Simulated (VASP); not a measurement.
# Re (P6/mmm) in VASP: a series of runs

Re is run at these levels: RPBE; tasks: single point, relaxation of cell and atoms.

Everything below comes from runs of VASP 6.6.1. Logs are shortened: lines on timing, memory, paths and dates and some standing lists are left out, and cuts for length are marked.

## Step 1: The cell of the first run

Symmetry: P6/mmm, No. 191, hexagonal system. Conventional cell: a = 4.396 Å, b = 4.396 Å, c = 2.755 Å, α = 90.00°, β = 90.00°, γ = 120.00°. Within 3.6 Å of Re (site symmetry 6/mmm) lie 14 Re at 2.75 to 2.89 Å. Within 3.3 Å of Re (site symmetry -6m2) lie 11 Re at 2.54 to 2.89 Å.

This isn't the form of Re at room conditions, which is hcp.

## Step 2: Single point, RPBE (15.37 Å³/atom)

The input, INCAR:

```
PREC = Accurate
ENCUT = 520
EDIFF = 1E-6
ISMEAR = -1
SIGMA = 0.1
LREAL = False
LASPH = True
NELM = 100
ALGO = Normal
ISIF = 2
LWAVE = False
LCHARG = False
GGA = RP
NBANDS = 18
```

The input, KPOINTS:

```
Automatic mesh
0
Gamma
  9 9 13
```

The input, POSCAR:

```
Re
1.0
    4.3958329721      0.0000000000      0.0000000000
   -2.1979164861      3.8069030247      0.0000000000
    0.0000000000      0.0000000000      2.7548961293
Re
3
Direct
    1.0000000000      1.0000000000      1.0000000000
    0.3333333333      0.6666666667      0.5000000000
    0.6666666667      0.3333333333      0.5000000000
```

Potentials or basis: VASP PAW PBE potentials, release 64 (Re).

Run with:

```console
$ cat potpaw_PBE.64/Re/POTCAR > POTCAR
$ mpirun -np 1 vasp_std > vasp.out
```

OUTCAR:

```text
PREC = Accurate
   ENCUT = 520
   EDIFF = 1E-6
   ISMEAR = -1
   LREAL = False
   LASPH = True
   NELM = 100
   ISIF = 2
   GGA = RP

 ion  position               nearest neighbor table
   1  0.000  0.000  0.000-   2 2.89   3 2.89   2 2.89   3 2.89   3 2.89   3 2.89   2 2.89   2 2.89
                             3 2.89   3 2.89   2 2.89   2 2.89
   2  0.333  0.667  0.500-   3 2.54   3 2.54   3 2.54   1 2.89   1 2.89   1 2.89   1 2.89   1 2.89
                             1 2.89
   3  0.667  0.333  0.500-   2 2.54   2 2.54   2 2.54   1 2.89   1 2.89   1 2.89   1 2.89   1 2.89
                             1 2.89

  LATTYP: Found a hexagonal cell.
 ALAT       =     4.3958329721
 C/A-ratio  =     0.6267062800

  Lattice vectors:

 A1 = (   4.3958329721,   0.0000000000,   0.0000000000)
 A2 = (  -2.1979164861,   3.8069030247,   0.0000000000)
 A3 = (   0.0000000000,   0.0000000000,   2.7548961293)

Analysis of symmetry for initial positions (statically):
=====================================================================
 Subroutine PRICEL returns:
 Original cell was already a primitive cell.

 Routine SETGRP: Setting up the symmetry group for a
 hexagonal supercell.

 Subroutine GETGRP returns: Found 24 space group operations
 (whereof 24 operations were pure point group operations)
 out of a pool of 24 trial point group operations.

The static configuration has the point symmetry D_6h.

Analysis of symmetry for dynamics (positions and initial velocities):
=====================================================================
 Subroutine PRICEL returns:
 Original cell was already a primitive cell.

 Routine SETGRP: Setting up the symmetry group for a
 hexagonal supercell.

 Subroutine GETGRP returns: Found 24 space group operations
 (whereof 24 operations were pure point group operations)
 out of a pool of 24 trial point group operations.

The dynamic configuration has the point symmetry D_6h.

 Subroutine INISYM returns: Found 24 space group operations
 (whereof 24 operations are pure point group operations),
 and found     1 'primitive' translations

----------------------------------------------------------------------------------------

                                     Primitive cell

  volume of cell :      46.1018

  direct lattice vectors                    reciprocal lattice vectors
     4.395832972  0.000000000  0.000000000     0.227488170  0.131340356  0.000000000
    -2.197916486  3.806903025  0.000000000     0.000000000  0.262680713  0.000000000
     0.000000000  0.000000000  2.754896129     0.000000000  0.000000000  0.362990092

  length of vectors
     4.395832972  4.395832972  2.754896129     0.262680713  0.262680713  0.362990092

  position of ions in fractional coordinates (direct lattice)
     0.000000000  0.000000000  0.000000000
     0.333333333  0.666666667  0.500000000
     0.666666667  0.333333333  0.500000000

  ion indices of the primitive-cell ions
   primitive index   ion index
                 1           1
                 2           2
                 3           3

----------------------------------------------------------------------------------------

 KPOINTS: Automatic mesh

Automatic generation of k-mesh.
 Grid dimensions read from file:
 generate k-points for:    9    9   13

 Generating k-lattice:

  Cartesian coordinates                     Fractional coordinates (reciprocal lattice)
     0.025276463  0.014593373  0.000000000     0.111111111 -0.000000000  0.000000000
     0.000000000  0.029186746  0.000000000     0.000000000  0.111111111  0.000000000
     0.000000000  0.000000000  0.027922315     0.000000000  0.000000000  0.076923077

  Length of vectors
     0.029186746  0.029186746  0.027922315

  Shift w.r.t. Gamma in fractional coordinates (k-lattice)
     0.000000000  0.000000000  0.000000000

 Subroutine IBZKPT returns following result:
 ===========================================

 Found     84 irreducible k-points:

 Following reciprocal coordinates:
            Coordinates               Weight
  0.000000  0.000000  0.000000      1.000000
  0.111111  0.000000  0.000000      6.000000
  0.222222  0.000000  0.000000      6.000000
  0.333333  0.000000  0.000000      6.000000
  0.444444  0.000000  0.000000      6.000000
  0.111111  0.111111  0.000000      6.000000
[... 16 lines left out ...]
  0.333333  0.222222  0.076923     24.000000
  0.333333  0.333333  0.076923      4.000000
 [... further k-points ...]
   k-points           NKPTS =     84   k-points in BZ     NKDIM =     84   number of bands    NBANDS=     18
   number of dos      NEDOS =    301   number of ions     NIONS =      3
   total plane-waves  NPLWV =  25920
   dimension x,y,z NGX =    36 NGY =   36 NGZ =   20
   dimension x,y,z NGXF=    72 NGYF=   72 NGZF=   40
   ions per type =               3
   NGX,Y,Z   is equivalent  to a cutoff of  13.61, 13.61, 12.07 a.u.
   NGXF,Y,Z  is equivalent  to a cutoff of  27.23, 27.23, 24.14 a.u.
 SYSTEM =  unknown system
   PREC   = accura    normal or accurate (medium, high low for compatibility)
   ISTART =      0    job   : 0-new  1-cont  2-samecut
   ICHARG =      2    charge: 1-file 2-atom 10-const
   ISPIN  =      1    spin polarized calculation?
   LNONCOLLINEAR =      F non collinear calculations
   LSORBIT =      F    spin-orbit coupling
   LASPH  =      T    aspherical Exc in radial PAW
   ENCUT  =  520.0 eV  38.22 Ry    6.18 a.u.   8.17  8.17  5.12*2*pi/ulx,y,z
   NELM   =    100;   NELMIN=  2; NELMDL= -5     # of ELM steps
   EDIFF  = 0.1E-05   stopping-criterion for ELM
   LREAL  =      F    real-space projection
   EDIFFG = 0.1E-04   stopping-criterion for IOM
   NSW    =      0    number of steps for IOM
   IBRION =     -1    ionic relax: 0-MD 1-quasi-New 2-CG
   NFREE  =      0    steps in history (QN), initial steepest desc. (CG)
   ISIF   =      2    stress and relaxation
   ISYM   =      2    0-nonsym 1-usesym 2-fastsym
   POTIM  = 0.5000    time-step for ionic-motion
   TEBEG  =    0.0;   TEEND  =   0.0 temperature during run
   PSTRESS=    0.0 pullay stress
   NELECT =      21.0000    total number of electrons
   NUPDOWN=      -1.0000    fix difference up-down
   EMIN   =  10.00;   EMAX   =-10.00  energy-range for DOS
   EFERMI =   0.00;   METHOD = LEGACY
   ISMEAR =    -1;   SIGMA  =   0.10  broadening in eV -4-tet -1-fermi 0-gaus
   EFERMI_NEDOS =   21; number of points for ismear=-14 and -15
   IALGO  =     38    algorithm
   IMIX   =      4    mixing-type and parameters
     AMIX     =   0.40;   BMIX     =  1.00
     AMIX_MAG =   1.60;   BMIX_MAG =  1.00
  volume/ion in A,a.u.               =      15.37       103.70
  Fermi-wavevector in a.u.,A,eV,Ry     =   1.259627  2.380349 21.587812  1.586659
  Thomas-Fermi vector in A             =   2.393177
   LORBIT       =      0    0 simple, 1 ext, 2 COOP (PROOUT), +10 PAW based schemes
   GGA     = RP    functional components
   LHFCALC =     F    Hartree Fock is set to
   AEXX    =    0.0000 exact exchange contribution
   IVDW    =     0    specifies the selected vdW correction
   LEPSILON=     F    determine dielectric tensor
   LRPA    =     F    only Hartree local field effects (RPA)
 non-spin polarized calculation
  energy-cutoff  :      520.00
  volume of cell :       46.10
 maximum number of plane-waves:      1282
 NGX is ok and might be reduce to    36
   NGX = 17   NGY = 17   NGZ = 11

 number of electron      21.0000003 magnetization

 Free energy of the ion-electron system (eV)
  ---------------------------------------------------
  ext. energy  EPLUGINS =         0.00000000
  ---------------------------------------------------
  free energy    TOTEN  =       -34.99432412 eV

  energy without entropy =      -34.92010677  energy(sigma->0) =      -34.95721545

 E-fermi :   7.5022     XC(G=0): -13.4426

 val. band max:        7.4993992691   @ k =   0.4444   0.1111   0.3077
 cond. band min:       7.5032319240   @ k =   0.2222   0.0000   0.0000
 fundamental gap:      0.0038326550
 Fermi energy:         7.5021883498

 k-point     1 :       0.0000    0.0000    0.0000
  band No.  band energies     occupation
      1      -2.1032      2.00000
      2       1.8704      2.00000
      3       4.4676      2.00000
      4       4.7343      2.00000
      5       4.7343      2.00000
      6       4.7567      2.00000
[... 10 lines left out ...]
     17      15.5482      0.00000
     18      17.1079      0.00000

 k-point     2 :       0.1111    0.0000    0.0000
  band No.  band energies     occupation
      1      -1.9052      2.00000
      2       1.9329      2.00000
      3       3.6862      2.00000
      4       4.2574      2.00000
      5       4.2798      2.00000
      6       5.2350      2.00000
[... 10 lines left out ...]
     17      15.5803      0.00000
     18      16.4271      0.00000

 k-point     3 :       0.2222    0.0000    0.0000
  band No.  band energies     occupation
      1      -1.3376      2.00000
      2       1.9793      2.00000
      3       2.8300      2.00000
      4       3.6803      2.00000
      5       3.9996      2.00000
      6       5.2232      2.00000
[... 10 lines left out ...]
     17      14.1165      0.00000
     18      14.6850      0.00000

 k-point     4 :       0.3333    0.0000    0.0000
  band No.  band energies     occupation
      1      -0.4819      2.00000
      2       1.5711      2.00000
      3       2.4023      2.00000
      4       3.3786      2.00000
      5       3.9537      2.00000
      6       4.8795      2.00000
[... 375 lines left out ...]
      4       3.5046      2.00000
      5       4.4165      2.00000
      6       5.1901      2.00000
[... 10 lines left out ...]
     17      11.8052      0.00000
     18      12.5530      0.00000

 k-point    23 :       0.3333    0.2222    0.0769
  band No.  band energies     occupation
      1       0.7212      2.00000
      2       1.3265      2.00000
      3       1.6603      2.00000
      4       3.9874      2.00000
      5       4.2900      2.00000
      6       4.8243      2.00000
[... 10 lines left out ...]
     17      10.9974      0.00000
     18      11.7411      0.00000

 k-point    24 :       0.3333    0.3333    0.0769
  band No.  band energies     occupation
      1       0.8001      2.00000
      2       1.4651      2.00000
      3       1.4651      2.00000
      4       4.2440      2.00000
      5       4.2440      2.00000
      6       4.8425      2.00000
[... 10 lines left out ...]
     17      10.8853      0.00000
     18      11.4711      0.00000

 [... further k-points ...]

------------------------ aborting loop because EDIFF is reached ----------------------------------------

  FORCE on cell =-STRESS in cart. coord.  units (eV):
  Direction    XX          YY          ZZ          XY          YZ          ZX
  --------------------------------------------------------------------------------------
  -------------------------------------------------------------------------------------
  Total       -0.2477576     -0.2477576     -0.2893640      0.0000000     -0.0000000      0.0000000
  in kB       -8.6103225     -8.6103225    -10.0562688      0.0000000     -0.0000000      0.0000000
  external PRESSURE =      -9.0923046 kB  Pullay stress =       0.0000000 kB

 VOLUME and BASIS-vectors are now :
 -----------------------------------------------------------------------------
  energy-cutoff  :      520.00
  volume of cell :       46.10
      direct lattice vectors                 reciprocal lattice vectors
     4.395832972  0.000000000  0.000000000     0.227488170  0.131340356  0.000000000
    -2.197916486  3.806903025  0.000000000     0.000000000  0.262680713  0.000000000
     0.000000000  0.000000000  2.754896129     0.000000000  0.000000000  0.362990092

 POSITION                                       TOTAL-FORCE (eV/Angst)
 -----------------------------------------------------------------------------------
      0.00000      0.00000      0.00000         0.000000      0.000000     -0.000000
     -0.00000      2.53794      1.37745         0.000000      0.000000      0.000000
      2.19792      1.26897      1.37745        -0.000000     -0.000000     -0.000000
 -----------------------------------------------------------------------------------
    total drift:                                0.000000      0.000000     -0.000000

  FREE ENERGIE OF THE ION-ELECTRON SYSTEM (eV)
  ---------------------------------------------------
  free  energy   TOTEN  =       -34.9943241229 eV

  energy  without entropy=      -34.9201067707  energy(sigma->0) =      -34.95721545
```

It took 1.8 min on 1 thread of Intel Xeon 8259CL, shared host; peak memory 0.21 GiB.

What came out:

- Free energy: -34.9943 eV
- Pressure: -0.9 GPa
- Band gap on the k mesh: zero (an odd number of electrons rules out a gap without spin polarisation)

Stress tensor (GPa, compression positive):
```
-0.86  0.00  0.00
 0.00 -0.86  0.00
 0.00  0.00 -1.01
```

Caveat: the PAW data sets were made with another functional, which shifts forces and pressure a little; spin-orbit coupling is left out, which moves the levels of the heavy elements.

(Part 1 of 2 ends here.)

The gap in the log of VASP goes by the Fermi energy; the results here count the filled bands.